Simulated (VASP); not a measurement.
# Si2Ge3 (P4/mmm) in VASP: density of states with PBE

Aim: the density of states of Si2Ge3 with PBE.

Everything below comes from runs of VASP 6.6.1. Logs are shortened: lines on timing, memory, paths and dates and some standing lists are left out, and cuts for length are marked.

## Step 1: The cell of the first run

Symmetry: P4/mmm, No. 123, tetragonal system. The conventional cell has a = 5.155 Å, b = 5.155 Å, c = 4.858 Å, α = 90.00°, β = 90.00°, γ = 90.00°. Si (site symmetry 4/mmm) has 2 Ge at 2.43 Å within 3.2 Å. Si (site symmetry 4/mmm) has 4 Ge at 2.58 Å within 3.4 Å. Within 3.2 Å of Ge (site symmetry 4/mmm) lie 2 Si at 2.43 Å and 4 Ge at 2.58 Å. Ge (site symmetry mmm) has 2 Si at 2.58 Å and 2 Ge at 2.58 Å within 3.4 Å.

## Step 2: Density of states, PBE

POSCAR

```
Si2Ge3
1.0
    5.1554754012      0.0000000000      0.0000000000
    0.0000000000      5.1554754012      0.0000000000
    0.0000000000      0.0000000000      4.8577941717
Si Ge
2 3
Direct
    0.0000000000      0.0000000000      0.5000000000
    0.5000000000      0.5000000000      0.0000000000
    0.0000000000      0.0000000000      0.0000000000
    0.0000000000      0.5000000000      0.0000000000
    0.5000000000      0.0000000000      0.0000000000
```

INCAR.step1

```
  PREC = Accurate
  ENCUT = 520
  EDIFF = 1E-6
  ISMEAR = 0
  SIGMA = 0.1
  LREAL = False
  LASPH = True
  NELM = 100
  ALGO = Normal
  ISIF = 2
  LWAVE = False
  LCHARG = True
  GGA = PE
  NBANDS = 33
```

KPOINTS.step1

```
Automatic mesh
0
Gamma
  8 8 8
```

INCAR.step2

```
  PREC = Accurate
  ENCUT = 520
  EDIFF = 1E-6
  ISMEAR = -5
  SIGMA = 0.1
  LREAL = False
  LASPH = True
  NELM = 100
  ALGO = Normal
  ISIF = 2
  LWAVE = False
  LCHARG = False
  GGA = PE
  LORBIT = 11
  NBANDS = 33
  NEDOS = 1001
  ICHARG = 11
```

KPOINTS.step2

```
Automatic mesh
0
Gamma
  12 12 12
```

Potentials or basis: VASP PAW PBE potentials, release 64 (Si, Ge_d).

Launch:

```console
> cat potpaw_PBE.64/Si/POTCAR potpaw_PBE.64/Ge_d/POTCAR > POTCAR
> cp INCAR.step1 INCAR
> cp KPOINTS.step1 KPOINTS
> mpirun -np 1 vasp_std > vasp.out
> cp INCAR.step2 INCAR
> cp KPOINTS.step2 KPOINTS
> mpirun -np 1 vasp_std > vasp.out
```

OUTCAR:

```text
PREC = Accurate
   ENCUT = 520
   EDIFF = 1E-6
   ISMEAR = -5
   LREAL = False
   LASPH = True
   NELM = 100
   ISIF = 2
   GGA = PE
   LORBIT = 11
   ICHARG = 11

 ion  position               nearest neighbor table
   1  0.000  0.000  0.500-   3 2.43   3 2.43
   2  0.500  0.500  0.000-   4 2.58   5 2.58   5 2.58   4 2.58
   3  0.000  0.000  0.000-   1 2.43   1 2.43   5 2.58   4 2.58   4 2.58   5 2.58
   4  0.000  0.500  0.000-   2 2.58   3 2.58   3 2.58   2 2.58
   5  0.500  0.000  0.000-   2 2.58   3 2.58   2 2.58   3 2.58

  LATTYP: Found a simple tetragonal cell.
 ALAT       =     5.1554754012
 C/A-ratio  =     0.9422592086

  Lattice vectors:

 A1 = (   5.1554754012,   0.0000000000,   0.0000000000)
 A2 = (   0.0000000000,   5.1554754012,   0.0000000000)
 A3 = (   0.0000000000,   0.0000000000,   4.8577941717)

Analysis of symmetry for initial positions (statically):
=====================================================================
 Subroutine PRICEL returns:
 Original cell was already a primitive cell.

 Routine SETGRP: Setting up the symmetry group for a
 simple tetragonal supercell.

 Subroutine GETGRP returns: Found 16 space group operations
 (whereof 16 operations were pure point group operations)
 out of a pool of 16 trial point group operations.

The static configuration has the point symmetry D_4h.

Analysis of symmetry for dynamics (positions and initial velocities):
=====================================================================
 Subroutine PRICEL returns:
 Original cell was already a primitive cell.

 Routine SETGRP: Setting up the symmetry group for a
 simple tetragonal supercell.

 Subroutine GETGRP returns: Found 16 space group operations
 (whereof 16 operations were pure point group operations)
 out of a pool of 16 trial point group operations.

The dynamic configuration has the point symmetry D_4h.

 Subroutine INISYM returns: Found 16 space group operations
 (whereof 16 operations are pure point group operations),
 and found     1 'primitive' translations

----------------------------------------------------------------------------------------

                                     Primitive cell

  volume of cell :     129.1150

  direct lattice vectors                    reciprocal lattice vectors
     5.155475401  0.000000000  0.000000000     0.193968533  0.000000000  0.000000000
     0.000000000  5.155475401  0.000000000     0.000000000  0.193968533  0.000000000
     0.000000000  0.000000000  4.857794172     0.000000000  0.000000000  0.205854749

  length of vectors
     5.155475401  5.155475401  4.857794172     0.193968533  0.193968533  0.205854749

  position of ions in fractional coordinates (direct lattice)
     0.000000000  0.000000000  0.500000000
     0.500000000  0.500000000  0.000000000
     0.000000000  0.000000000  0.000000000
     0.000000000  0.500000000  0.000000000
     0.500000000  0.000000000  0.000000000

  ion indices of the primitive-cell ions
   primitive index   ion index
                 1           1
                 2           2
                 3           3
                 4           4
                 5           5

----------------------------------------------------------------------------------------

 KPOINTS: Automatic mesh

Automatic generation of k-mesh.
 Grid dimensions read from file:
 generate k-points for:   12   12   12

 Generating k-lattice:

  Cartesian coordinates                     Fractional coordinates (reciprocal lattice)
     0.016164044  0.000000000  0.000000000     0.083333333  0.000000000  0.000000000
     0.000000000  0.016164044  0.000000000     0.000000000  0.083333333  0.000000000
     0.000000000  0.000000000  0.017154562     0.000000000  0.000000000  0.083333333

  Length of vectors
     0.016164044  0.016164044  0.017154562

  Shift w.r.t. Gamma in fractional coordinates (k-lattice)
     0.000000000  0.000000000  0.000000000

 TETIRR: Found   2592 inequivalent tetrahedra from    10368

 Subroutine IBZKPT returns following result:
 ===========================================

 Found    196 irreducible k-points:

 Following reciprocal coordinates:
            Coordinates               Weight
  0.000000  0.000000  0.000000      1.000000
  0.083333  0.000000  0.000000      4.000000
  0.166667  0.000000  0.000000      4.000000
  0.250000  0.000000  0.000000      4.000000
  0.333333  0.000000  0.000000      4.000000
  0.416667  0.000000  0.000000      4.000000
[... 16 lines left out ...]
  0.333333  0.333333  0.000000      4.000000
  0.416667  0.333333  0.000000      8.000000
 [... further k-points ...]
   k-points           NKPTS =    196   k-points in BZ     NKDIM =    196   number of bands    NBANDS=     33
   number of dos      NEDOS =   1001   number of ions     NIONS =      5
   total plane-waves  NPLWV =  57600
   dimension x,y,z NGX =    40 NGY =   40 NGZ =   36
   dimension x,y,z NGXF=    80 NGYF=   80 NGZF=   72
   ions per type =               2   3
   NGX,Y,Z   is equivalent  to a cutoff of  12.90, 12.90, 12.32 a.u.
   NGXF,Y,Z  is equivalent  to a cutoff of  25.80, 25.80, 24.64 a.u.
 SYSTEM =  unknown system
   PREC   = accura    normal or accurate (medium, high low for compatibility)
   ISTART =      0    job   : 0-new  1-cont  2-samecut
   ICHARG =     11    charge: 1-file 2-atom 10-const
   ISPIN  =      1    spin polarized calculation?
   LNONCOLLINEAR =      F non collinear calculations
   LSORBIT =      F    spin-orbit coupling
   LASPH  =      T    aspherical Exc in radial PAW
   ENCUT  =  520.0 eV  38.22 Ry    6.18 a.u.   9.59  9.59  9.03*2*pi/ulx,y,z
   NELM   =    100;   NELMIN=  2; NELMDL=  0     # of ELM steps
   EDIFF  = 0.1E-05   stopping-criterion for ELM
   LREAL  =      F    real-space projection
   EDIFFG = 0.1E-04   stopping-criterion for IOM
   NSW    =      0    number of steps for IOM
   IBRION =     -1    ionic relax: 0-MD 1-quasi-New 2-CG
   NFREE  =      0    steps in history (QN), initial steepest desc. (CG)
   ISIF   =      2    stress and relaxation
   ISYM   =      2    0-nonsym 1-usesym 2-fastsym
   POTIM  = 0.5000    time-step for ionic-motion
   TEBEG  =    0.0;   TEEND  =   0.0 temperature during run
   PSTRESS=    0.0 pullay stress
   NELECT =      50.0000    total number of electrons
   NUPDOWN=      -1.0000    fix difference up-down
   EMIN   =  10.00;   EMAX   =-10.00  energy-range for DOS
   EFERMI =   0.00;   METHOD = LEGACY
   ISMEAR =    -5;   SIGMA  =   0.10  broadening in eV -4-tet -1-fermi 0-gaus
   EFERMI_NEDOS =   21; number of points for ismear=-14 and -15
   IALGO  =     38    algorithm
   IMIX   =      4    mixing-type and parameters
     AMIX     =   0.40;   BMIX     =  1.00
     AMIX_MAG =   1.60;   BMIX_MAG =  1.00
  volume/ion in A,a.u.               =      25.82       174.26
  Fermi-wavevector in a.u.,A,eV,Ry     =   1.193272  2.254956 19.373297  1.423897
  Thomas-Fermi vector in A             =   2.329290
   LORBIT       =     11    0 simple, 1 ext, 2 COOP (PROOUT), +10 PAW based schemes
   GGA     = PE    functional components
   LHFCALC =     F    Hartree Fock is set to
   AEXX    =    0.0000 exact exchange contribution
   IVDW    =     0    specifies the selected vdW correction
   LEPSILON=     F    determine dielectric tensor
   LRPA    =     F    only Hartree local field effects (RPA)
 non-spin polarized calculation
 Fermi weights with tetrahedron method with Bloechl corrections
  energy-cutoff  :      520.00
  volume of cell :      129.11
 maximum number of plane-waves:      3510
 NGX is ok and might be reduce to    40

 number of electron      50.0000024 magnetization

 Free energy of the ion-electron system (eV)
  ---------------------------------------------------
  ext. energy  EPLUGINS =         0.00000000
  ---------------------------------------------------
  free energy    TOTEN  =       -19.98944023 eV

  energy without entropy =      -19.98944023  energy(sigma->0) =      -19.98944023

 E-fermi :   3.6926     XC(G=0):  -9.0117

 val. band max:        3.8005057969   @ k =   0.5000   0.2500   0.0833
 cond. band min:       3.6159557154   @ k =   0.4167   0.0000   0.5000
 fundamental gap:     -0.1845500815
 Fermi energy:         3.6925521807

 k-point     1 :       0.0000    0.0000    0.0000
  band No.  band energies     occupation
      1     -21.1027      2.00000
      2     -21.0417      2.00000
      3     -20.9661      2.00000
      4     -20.9661      2.00000
      5     -20.9569      2.00000
      6     -20.9126      2.00000
[... 25 lines left out ...]
     32       8.0961      0.00000
     33       8.3890      0.00000

 k-point     2 :       0.0833    0.0000    0.0000
  band No.  band energies     occupation
      1     -21.0997      2.00000
      2     -21.0397      2.00000
      3     -20.9661      2.00000
      4     -20.9644      2.00000
      5     -20.9553      2.00000
      6     -20.9124      2.00000
[... 25 lines left out ...]
     32       8.0781      0.00000
     33       8.4267      0.00000

 k-point     3 :       0.1667    0.0000    0.0000
  band No.  band energies     occupation
      1     -21.0924      2.00000
      2     -21.0325      2.00000
      3     -20.9660      2.00000
      4     -20.9593      2.00000
      5     -20.9508      2.00000
      6     -20.9117      2.00000
[... 25 lines left out ...]
     32       8.3479      0.00000
     33       8.5098      0.00000

 k-point     4 :       0.2500    0.0000    0.0000
  band No.  band energies     occupation
      1     -21.0844      2.00000
      2     -21.0178      2.00000
      3     -20.9659      2.00000
      4     -20.9516      2.00000
      5     -20.9440      2.00000
      6     -20.9107      2.00000
[... 25 lines left out ...]
     32       8.6531      0.00000
     33       9.0189      0.00000

 k-point     5 :       0.3333    0.0000    0.0000
  band No.  band energies     occupation
      1     -21.0788      2.00000
      2     -20.9948      2.00000
      3     -20.9658      2.00000
      4     -20.9424      2.00000
      5     -20.9363      2.00000
      6     -20.9107      2.00000
[... 604 lines left out ...]
 k-point    22 :       0.5000    0.2500    0.0000
  band No.  band energies     occupation
      1     -21.0312      2.00000
      2     -20.9513      2.00000
      3     -20.9500      2.00000
      4     -20.9302      2.00000
      5     -20.9186      2.00000
      6     -20.9097      2.00000
[... 25 lines left out ...]
     32       7.9149      0.00000
     33       8.8977      0.00000

 k-point    23 :       0.3333    0.3333    0.0000
  band No.  band energies     occupation
      1     -21.0141      2.00000
      2     -20.9869      2.00000
      3     -20.9439      2.00000
      4     -20.9405      2.00000
      5     -20.9134      2.00000
      6     -20.9106      2.00000
[... 25 lines left out ...]
     32       8.5567      0.00000
     33       9.1212      0.00000

 k-point    24 :       0.4167    0.3333    0.0000
  band No.  band energies     occupation
      1     -21.0029      2.00000
      2     -20.9669      2.00000
      3     -20.9426      2.00000
      4     -20.9335      2.00000
      5     -20.9130      2.00000
      6     -20.9105      2.00000
[... 25 lines left out ...]
     32       8.4173      0.00000
     33       8.6381      0.00000

 [... further k-points ...]

------------------------ aborting loop because EDIFF is reached ----------------------------------------

  FORCE on cell =-STRESS in cart. coord.  units (eV):
  Direction    XX          YY          ZZ          XY          YZ          ZX
  --------------------------------------------------------------------------------------
  -------------------------------------------------------------------------------------
  Total       -1.1918565     -1.1918565     -0.5649510      0.0000000     -0.0000000      0.0000000
  in kB      -14.7896541    -14.7896541     -7.0104328      0.0000000     -0.0000000      0.0000000
  external PRESSURE =     -12.1965803 kB  Pullay stress =       0.0000000 kB

 VOLUME and BASIS-vectors are now :
 -----------------------------------------------------------------------------
  energy-cutoff  :      520.00
  volume of cell :      129.11
      direct lattice vectors                 reciprocal lattice vectors
     5.155475401  0.000000000  0.000000000     0.193968533  0.000000000  0.000000000
     0.000000000  5.155475401  0.000000000     0.000000000  0.193968533  0.000000000
     0.000000000  0.000000000  4.857794172     0.000000000  0.000000000  0.205854749

 POSITION                                       TOTAL-FORCE (eV/Angst)
 -----------------------------------------------------------------------------------
      0.00000      0.00000      2.42890         0.000000      0.000000      0.000000
      2.57774      2.57774      0.00000         0.000000      0.000000      0.000000
      0.00000      0.00000      0.00000         0.000000      0.000000      0.000000
      0.00000      2.57774      0.00000         0.000000      0.000000      0.000000
      2.57774      0.00000      0.00000         0.000000      0.000000      0.000000
 -----------------------------------------------------------------------------------
    total drift:                               -0.000000      0.000000     -0.000000

  FREE ENERGIE OF THE ION-ELECTRON SYSTEM (eV)
  ---------------------------------------------------
  free  energy   TOTEN  =       -19.9894402316 eV

  energy  without entropy=      -19.9894402316  energy(sigma->0) =      -19.98944023

 total charge

# of ion       s       p       d       tot
------------------------------------------
    1        0.907   0.631   0.000   1.538
    2        0.845   0.717   0.000   1.562
    3        1.181   1.179  10.074  12.434
    4        1.219   1.008  10.015  12.242
    5        1.219   1.008  10.015  12.242
--------------------------------------------------
tot          5.370   4.544  30.103  40.017
```

Wall time 10 min (1 thread of Intel Xeon 6975P-C, shared host); peak memory 0.7 GiB.

Results:

```yaml
Valence_electrons_inside_the_program's_atomic_spheres: Si 1.54, 1.56; Ge 12.43, 12.24
```

Levels at points of the mesh, in eV from the Fermi level:
| k point | band 23 | band 24 | band 25 | band 26 | band 27 | band 28 |
| --- | --- | --- | --- | --- | --- | --- |
| (0.00, 0.00, 0.00) | -1.60 | -1.60 | -1.59 | -0.33 | 1.55 | 1.71 |
| (0.50, 0.00, 0.00) | -3.43 | -1.07 | -0.31 | 1.12 | 1.40 | 1.52 |
| (0.50, 0.50, 0.00) | -0.14 | 0.02 | 0.02 | 0.41 | 1.45 | 1.67 |
| (0.00, 0.00, 0.50) | -1.72 | -1.34 | -1.34 | -0.27 | -0.27 | 0.33 |
| (0.50, 0.00, 0.50) | -2.98 | -0.09 | 0.03 | 0.95 | 0.98 | 1.05 |
| (0.50, 0.50, 0.50) | -0.75 | 1.50 | 1.53 | 1.53 | 1.59 | 1.84 |

Caveat: tetrahedron occupations give inexact forces and stress in metals.
